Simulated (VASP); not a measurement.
Runs of VASP 6.6.1 on CaO. The structure is cubic, space group Fm-3m (No. 225). The conventional cell has a = 4.795 Å, b = 4.795 Å, c = 4.795 Å, α = 90.00°, β = 90.00°, γ = 90.00°. Within 3.2 Å of Ca (site symmetry m-3m) lie 6 O at 2.40 Å. Within 3.2 Å of O (site symmetry m-3m) lie 6 Ca at 2.40 Å. 

```tsv
level	share of exact exchange	screening parameter	gap on the mesh (eV)	pressure (GPa)
PBE-based global hybrid with 30 % exact exchange	0.3	-	6.57	0.3
PBE-based screened hybrid with 100 % exact exchange	1	0.2078 1/Å	10.78	(a)
PBE-based screened hybrid with 5 % exact exchange	0.05	0.3 1/Å	3.90	2.7
PBE-based screened hybrid with 75 % exact exchange	0.75	0.5 1/Å	(c)	(b)
```

Alike in all rows: task single point; potentials or basis VASP PAW PBE potentials, release 64 (Ca_sv, O); no spin polarisation; cell as given; k mesh 4 × 4 × 4; cutoff (eV) 520; smearing gaussian 0.01 eV.

Q: Fill in the values left out.

A: (a) -5.6; (b) -2.6; (c) 6.75.

Caveats: all runs use coarse meshes; the PAW data sets were made with another functional, which shifts forces and pressure a little.

A k mesh can miss the band edges.
